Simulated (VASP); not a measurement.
# Ca (Fm-3m) in VASP: further runs

The runs below take Ca through single point, relaxation of cell and atoms, with PBEsol.

Program: VASP 6.6.1. These are calculated values, not measurements. Logs are shortened: lines on timing, memory, paths and dates and some standing lists are left out, and cuts for length are marked.

**1. The cell of the first run**

It takes space group Fm-3m (No. 225, cubic). The conventional cell has a = 5.455 Å, b = 5.455 Å, c = 5.455 Å, α = 90.00°, β = 90.00°, γ = 90.00°. Ca (site symmetry m-3m) has 12 Ca at 3.86 Å within 5.1 Å.

**2. Single point, PBEsol**

Contents of INCAR:

```
SYSTEM = Ca
PREC = Accurate
ENCUT = 520
EDIFF = 1E-6
ISMEAR = -1
SIGMA = 0.02
LREAL = .FALSE.
LASPH = .TRUE.
NELM = 80
ALGO = Normal
ISIF = 2
LWAVE = .FALSE.
LCHARG = .TRUE.
GGA = PS
LELF = .TRUE.
LVHAR = .TRUE.
NBANDS = 11
```

Contents of KPOINTS:

```
Automatic mesh
0
G
  13 13 13
  0 0 0
```

Contents of POSCAR:

```
Ca
1.0
    0.0000000000      2.7275457251      2.7275457251
    2.7275457251      0.0000000000      2.7275457251
    2.7275457251      2.7275457251      0.0000000000
Ca
1
Direct
    0.0000000000      0.0000000000      0.0000000000
```

Potentials or basis: VASP PAW PBE potentials, release 64 (Ca_sv).

On the command line:

```bash
cat potpaw_PBE.64/Ca_sv/POTCAR > POTCAR
mpirun -np 1 vasp_std > vasp.out
```

OUTCAR:

```text
SYSTEM = Ca
   PREC = Accurate
   ENCUT = 520
   EDIFF = 1E-6
   ISMEAR = -1
   LREAL = .FALSE.
   LASPH = .TRUE.
   NELM = 80
   ISIF = 2
   GGA = PS

 ion  position               nearest neighbor table
   1  0.000  0.000  0.000-

  LATTYP: Found a face centered cubic cell.
 ALAT       =     5.4550914502

  Lattice vectors:

 A1 = (   0.0000000000,   2.7275457251,   2.7275457251)
 A2 = (   2.7275457251,   0.0000000000,   2.7275457251)
 A3 = (   2.7275457251,   2.7275457251,   0.0000000000)

Analysis of symmetry for initial positions (statically):
=====================================================================
 Subroutine PRICEL returns:
 Original cell was already a primitive cell.

 Routine SETGRP: Setting up the symmetry group for a
 face centered cubic supercell.

 Subroutine GETGRP returns: Found 48 space group operations
 (whereof 48 operations were pure point group operations)
 out of a pool of 48 trial point group operations.

The static configuration has the point symmetry O_h .

Analysis of symmetry for dynamics (positions and initial velocities):
=====================================================================
 Subroutine PRICEL returns:
 Original cell was already a primitive cell.

 Routine SETGRP: Setting up the symmetry group for a
 face centered cubic supercell.

 Subroutine GETGRP returns: Found 48 space group operations
 (whereof 48 operations were pure point group operations)
 out of a pool of 48 trial point group operations.

The dynamic configuration has the point symmetry O_h .

 Subroutine INISYM returns: Found 48 space group operations
 (whereof 48 operations are pure point group operations),
 and found     1 'primitive' translations

----------------------------------------------------------------------------------------

                                     Primitive cell

  volume of cell :      40.5832

  direct lattice vectors                    reciprocal lattice vectors
     0.000000000  2.727545725  2.727545725    -0.183314984  0.183314984  0.183314984
     2.727545725  0.000000000  2.727545725     0.183314984 -0.183314984  0.183314984
     2.727545725  2.727545725  0.000000000     0.183314984  0.183314984 -0.183314984

  length of vectors
     3.857332156  3.857332156  3.857332156     0.317510865  0.317510865  0.317510865

  position of ions in fractional coordinates (direct lattice)
     0.000000000  0.000000000  0.000000000

  ion indices of the primitive-cell ions
   primitive index   ion index
                 1           1

----------------------------------------------------------------------------------------

 KPOINTS: Automatic mesh

Automatic generation of k-mesh.
 Grid dimensions read from file:
 generate k-points for:   13   13   13

 Generating k-lattice:

  Cartesian coordinates                     Fractional coordinates (reciprocal lattice)
    -0.014101153  0.014101153  0.014101153     0.076923077  0.000000000  0.000000000
     0.014101153 -0.014101153  0.014101153     0.000000000  0.076923077  0.000000000
     0.014101153  0.014101153 -0.014101153     0.000000000  0.000000000  0.076923077

  Length of vectors
     0.024423913  0.024423913  0.024423913

  Shift w.r.t. Gamma in fractional coordinates (k-lattice)
     0.000000000  0.000000000  0.000000000

 Subroutine IBZKPT returns following result:
 ===========================================

 Found     84 irreducible k-points:

 Following reciprocal coordinates:
            Coordinates               Weight
  0.000000  0.000000  0.000000      1.000000
  0.076923  0.000000  0.000000      8.000000
  0.153846  0.000000  0.000000      8.000000
  0.230769  0.000000  0.000000      8.000000
  0.307692  0.000000  0.000000      8.000000
  0.384615  0.000000  0.000000      8.000000
[... 16 lines left out ...]
  0.384615  0.153846  0.000000     24.000000
  0.461538  0.153846  0.000000     24.000000
 [... further k-points ...]
   k-points           NKPTS =     84   k-points in BZ     NKDIM =     84   number of bands    NBANDS=     11
   number of dos      NEDOS =    301   number of ions     NIONS =      1
   total plane-waves  NPLWV =  27000
   dimension x,y,z NGX =    30 NGY =   30 NGZ =   30
   dimension x,y,z NGXF=    60 NGYF=   60 NGZF=   60
   ions per type =               1
   NGX,Y,Z   is equivalent  to a cutoff of  12.93, 12.93, 12.93 a.u.
   NGXF,Y,Z  is equivalent  to a cutoff of  25.86, 25.86, 25.86 a.u.
 SYSTEM =  Ca
   PREC   = accura    normal or accurate (medium, high low for compatibility)
   ISTART =      0    job   : 0-new  1-cont  2-samecut
   ICHARG =      2    charge: 1-file 2-atom 10-const
   ISPIN  =      1    spin polarized calculation?
   LNONCOLLINEAR =      F non collinear calculations
   LSORBIT =      F    spin-orbit coupling
   LASPH  =      T    aspherical Exc in radial PAW
   ENCUT  =  520.0 eV  38.22 Ry    6.18 a.u.   7.17  7.17  7.17*2*pi/ulx,y,z
   NELM   =     80;   NELMIN=  2; NELMDL= -5     # of ELM steps
   EDIFF  = 0.1E-05   stopping-criterion for ELM
   LREAL  =      F    real-space projection
   EDIFFG = 0.1E-04   stopping-criterion for IOM
   NSW    =      0    number of steps for IOM
   IBRION =     -1    ionic relax: 0-MD 1-quasi-New 2-CG
   NFREE  =      0    steps in history (QN), initial steepest desc. (CG)
   ISIF   =      2    stress and relaxation
   ISYM   =      2    0-nonsym 1-usesym 2-fastsym
   POTIM  = 0.5000    time-step for ionic-motion
   TEBEG  =    0.0;   TEEND  =   0.0 temperature during run
   PSTRESS=    0.0 pullay stress
   NELECT =      10.0000    total number of electrons
   NUPDOWN=      -1.0000    fix difference up-down
   EMIN   =  10.00;   EMAX   =-10.00  energy-range for DOS
   EFERMI =   0.00;   METHOD = LEGACY
   ISMEAR =    -1;   SIGMA  =   0.02  broadening in eV -4-tet -1-fermi 0-gaus
   EFERMI_NEDOS =   21; number of points for ismear=-14 and -15
   IALGO  =     38    algorithm
   IMIX   =      4    mixing-type and parameters
     AMIX     =   0.40;   BMIX     =  1.00
     AMIX_MAG =   1.60;   BMIX_MAG =  1.00
  volume/ion in A,a.u.               =      40.58       273.87
  Fermi-wavevector in a.u.,A,eV,Ry     =   1.026344  1.939508 14.332122  1.053381
  Thomas-Fermi vector in A             =   2.160231
   LORBIT       =      0    0 simple, 1 ext, 2 COOP (PROOUT), +10 PAW based schemes
   GGA     = PS    functional components
   LHFCALC =     F    Hartree Fock is set to
   AEXX    =    0.0000 exact exchange contribution
   IVDW    =     0    specifies the selected vdW correction
   LEPSILON=     F    determine dielectric tensor
   LRPA    =     F    only Hartree local field effects (RPA)
 non-spin polarized calculation
  energy-cutoff  :      520.00
  volume of cell :       40.58
 maximum number of plane-waves:      1109
 NGX is ok and might be reduce to    30
   NGX = 15   NGY = 15   NGZ = 15

 number of electron      10.0000002 magnetization

 Free energy of the ion-electron system (eV)
  ---------------------------------------------------
  ext. energy  EPLUGINS =         0.00000000
  ---------------------------------------------------
  free energy    TOTEN  =        -2.13384821 eV

  energy without entropy =       -2.13201479  energy(sigma->0) =       -2.13293150

 E-fermi :   2.0450     XC(G=0):  -7.9357

 val. band max:        2.0124225148   @ k =  -0.3077   0.3846   0.0769
 cond. band min:       2.0469504294   @ k =   0.4615   0.0000   0.0000
 fundamental gap:      0.0345279146
 Fermi energy:         2.0449717154

 k-point     1 :       0.0000    0.0000    0.0000
  band No.  band energies     occupation
      1     -39.7109      2.00000
      2     -20.6971      2.00000
      3     -20.6971      2.00000
      4     -20.6971      2.00000
      5      -2.0586      2.00000
      6       4.4200      0.00000
      7       4.4200      0.00000
      8       4.4200      0.00000
      9       5.5493      0.00000
     10       5.5493      0.00000
     11      11.3428      0.00000

 k-point     2 :       0.0769    0.0000    0.0000
  band No.  band energies     occupation
      1     -39.7099      2.00000
      2     -20.7066      2.00000
      3     -20.6984      2.00000
      4     -20.6984      2.00000
      5      -1.9537      2.00000
      6       4.3056      0.00000
      7       4.4607      0.00000
      8       4.4607      0.00000
      9       5.5133      0.00000
     10       5.5133      0.00000
     11      11.4785      0.00000

 k-point     3 :       0.1538    0.0000    0.0000
  band No.  band energies     occupation
      1     -39.7073      2.00000
      2     -20.7328      2.00000
      3     -20.7020      2.00000
      4     -20.7020      2.00000
      5      -1.6456      2.00000
      6       4.0023      0.00000
      7       4.5479      0.00000
      8       4.5479      0.00000
      9       5.4561      0.00000
     10       5.4561      0.00000
     11      11.2185      0.00000

 k-point     4 :       0.2308    0.0000    0.0000
  band No.  band energies     occupation
      1     -39.7035      2.00000
      2     -20.7694      2.00000
      3     -20.7070      2.00000
      4     -20.7070      2.00000
      5      -1.1542      2.00000
      6       3.5867      0.00000
      7       4.5747      0.00000
      8       4.5747      0.00000
      9       5.5141      0.00000
     10       5.5141      0.00000
     11       9.9966      0.00000
[... 239 lines left out ...]
 k-point    22 :       0.3077    0.1538    0.0000
  band No.  band energies     occupation
      1     -39.6997      2.00000
      2     -20.7869      2.00000
      3     -20.7220      2.00000
      4     -20.7211      2.00000
      5      -0.6212      2.00000
      6       3.3161      0.00000
      7       4.2882      0.00000
      8       4.7785      0.00000
      9       5.2844      0.00000
     10       5.9323      0.00000
     11       9.7446      0.00000

 k-point    23 :       0.3846    0.1538    0.0000
  band No.  band energies     occupation
      1     -39.6963      2.00000
      2     -20.8171      2.00000
      3     -20.7290      2.00000
      4     -20.7262      2.00000
      5       0.0362      2.00000
      6       2.9175      0.00000
      7       4.0534      0.00000
      8       4.7080      0.00000
      9       5.6866      0.00000
     10       6.1554      0.00000
     11       8.5623      0.00000

 k-point    24 :       0.4615    0.1538    0.0000
  band No.  band energies     occupation
      1     -39.6937      2.00000
      2     -20.8389      2.00000
      3     -20.7369      2.00000
      4     -20.7278      2.00000
      5       0.7579      2.00000
      6       2.4344      0.00000
      7       3.9267      0.00000
      8       4.6147      0.00000
      9       6.1080      0.00000
     10       6.2990      0.00000
     11       7.6779      0.00000

 [... further k-points ...]
[... 5 lines left out ...]
  --------------------------------------------------------------------------------------
  -------------------------------------------------------------------------------------
  Total       -0.0005737     -0.0005737     -0.0005737     -0.0000000      0.0000000     -0.0000000
  in kB       -0.0226474     -0.0226474     -0.0226474     -0.0000000      0.0000000     -0.0000000
  external PRESSURE =      -0.0226474 kB  Pullay stress =       0.0000000 kB

 VOLUME and BASIS-vectors are now :
 -----------------------------------------------------------------------------
  energy-cutoff  :      520.00
  volume of cell :       40.58
      direct lattice vectors                 reciprocal lattice vectors
     0.000000000  2.727545725  2.727545725    -0.183314984  0.183314984  0.183314984
     2.727545725  0.000000000  2.727545725     0.183314984 -0.183314984  0.183314984
     2.727545725  2.727545725  0.000000000     0.183314984  0.183314984 -0.183314984

 POSITION                                       TOTAL-FORCE (eV/Angst)
 -----------------------------------------------------------------------------------
      0.00000      0.00000      0.00000        -0.000000     -0.000000     -0.000000
 -----------------------------------------------------------------------------------
    total drift:                               -0.000000     -0.000000     -0.000000

  FREE ENERGIE OF THE ION-ELECTRON SYSTEM (eV)
  ---------------------------------------------------
  free  energy   TOTEN  =        -2.1338482055 eV

  energy  without entropy=       -2.1320147866  energy(sigma->0) =       -2.13293150
```

It took 27 s on 1 thread of AMD EPYC 7R13 (Zen 3), shared host; peak memory 0.16 GiB.

What came out:

```yaml
Free_energy: -2.1338 eV
Pressure: 0.0 GPa
Band_gap_on_the_k_mesh: zero (band 5 reaches 2.14 eV, above the bottom of band 6 at 1.94 eV)
```

Levels at points of the mesh, in eV from the Fermi level:
```tsv
k point	band 2	band 3	band 4	band 5	band 6	band 7	band 8	band 9
(0.00, 0.00, 0.00)	-22.74	-22.74	-22.74	-4.10	2.38	2.38	2.38	3.50
```

Caveat: the PAW data sets were made with another functional, which shifts forces and pressure a little.

**3. Relaxation of cell and atoms, PBEsol**

This run uses another cell than the first one, of 43.63 Å³/atom, 1.075 times its volume.

Contents of INCAR:

```
SYSTEM = Ca
  PREC = Accurate
  ENCUT = 600
  EDIFF = 1E-6
  ISMEAR = -1
  SIGMA = 0.02
  LREAL = .False.
  LASPH = .True.
  NELM = 80
  ALGO = Normal
  ISIF = 3
  LWAVE = .False.
  LCHARG = .False.
  GGA = PS
  IBRION = 2
  NSW = 80
  EDIFFG = -0.02
```

Contents of KPOINTS:

```
Automatic mesh
0
Gamma
  13 13 13
  0 0 0
```

Contents of POSCAR:

```
Ca
1.0
    0.0000000000      2.7942000000      2.7942000000
    2.7942000000      0.0000000000      2.7942000000
    2.7942000000      2.7942000000      0.0000000000
Ca
1
Direct
    0.0000000000      0.0000000000      0.0000000000
```

Potentials or basis: VASP PAW PBE potentials, release 64 (Ca_sv).

On the command line:

```bash
cat potpaw_PBE.64/Ca_sv/POTCAR > POTCAR
mpirun -np 1 vasp_std > vasp.out
```

Wall time 67 s (1 thread of AMD EPYC 7R13 (Zen 3), shared host); peak memory 0.18 GiB.

Results (log left out):

| Property | Result |
| --- | --- |
| Free energy | -2.1342 eV |
| Relaxed volume | 40.61 Å³/atom |
| Relaxed cell | a = 3.858 Å, b = 3.858 Å, c = 3.858 Å, α = 60.00°, β = 60.00°, γ = 60.00° |
| Space group after relaxing (to 0.05 Å) | Fm-3m (No. 225) |
| Energy gained by relaxing | 11.1 meV/atom |
| Ionic steps | 3 |
| Pressure after relaxing | 0.0 GPa |
| Band gap on the k mesh | zero (band 5 reaches 2.14 eV, above the bottom of band 6 at 1.94 eV) |

The path:
```csv
step,energy change (eV),largest force (eV/Å),pressure (GPa),volume (Å³)
1,0.0000,0.0000,-1.15,43.63
2,-0.0097,0.0000,-0.43,41.68
3,-0.0111,0.0000,0.02,40.61
```

Final structure:
```cif
data_structure
_symmetry_space_group_name_H-M 'P 1'
_symmetry_Int_Tables_number 1
_cell_length_a 3.8581
_cell_length_b 3.8581
_cell_length_c 3.8581
_cell_angle_alpha 60.000
_cell_angle_beta 60.000
_cell_angle_gamma 60.000
_cell_volume 40.61
loop_
_atom_site_label
_atom_site_type_symbol
_atom_site_fract_x
_atom_site_fract_y
_atom_site_fract_z
_atom_site_occupancy
Ca1 Ca 0.00000 0.00000 0.00000 1
```

Levels at points of the mesh, in eV from the Fermi level:
```
           k point  band 2  band 3  band 4  band 5  band 6  band 7  band 8  band 9
(0.00, 0.00, 0.00)  -22.74  -22.74  -22.74   -4.10    2.37    2.37    2.37    3.50
```

Caveat: the PAW data sets were made with another functional, which shifts forces and pressure a little.
